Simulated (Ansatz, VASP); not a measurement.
# SiSe: VASP and Ansatz over several settings

```
CELL_PARAMETERS angstrom
3.59520 0.00000 0.00000
-1.79760 3.11353 0.00000
0.00000 0.00000 3.59873
ATOMIC_POSITIONS crystal
Si 0.66667 0.33333 0.50000
Se 0.00000 0.00000 0.00000
```

Single points on this cell with VASP 6.6.1 and Ansatz 0.2.0. Each row is one pair of runs. Alike in all rows: spin: off; smearing: fermi-dirac, width 0.05 eV.

```csv
level,k mesh,"VASP's potentials, cutoff","Ansatz's potentials, cutoff","gap on the k mesh at the Fermi level (eV), VASP","gap on the k mesh at the Fermi level (eV), Ansatz","pressure (GPa), VASP","pressure (GPa), Ansatz"
r2SCAN0,5 × 5 × 4,"VASP PAW PBE potentials, release 64 (Si, Se), 520 eV","Ansatz PAW, 500 eV",none,none,-2.9,-2.5
r2SCANh,5 × 5 × 4,"VASP PAW PBE potentials, release 64 (Si, Se), 520 eV","Ansatz PAW, 500 eV",none,none,-1.8,-1.6
r2SCAN50,5 × 5 × 4,"VASP PAW PBE potentials, release 64 (Si, Se), 520 eV","Ansatz PAW, 500 eV",none,none,-4.6,-3.9
HF,5 × 5 × 4,"VASP PAW PBE potentials, release 64 (Si, Se), 520 eV","Ansatz PAW, 420 eV",none,none,4.2,5.5
PBE,7 × 7 × 6,"VASP PAW PBE potentials, release 64 (Si, Se), 500 eV","Ansatz PAW, 420 eV",none,none,-0.5,-0.6
```

Pressure (GPa): the two programs differ by at most 1.27.

VASP's potentials hold 10 valence electrons a cell and Ansatz's 20, so a difference there can come from the potentials and not from the codes.

A gap of «none» marks a metal or a gap that the smearing closes.

The k mesh is coarse in some rows, so the values compare programs but aren't converged.
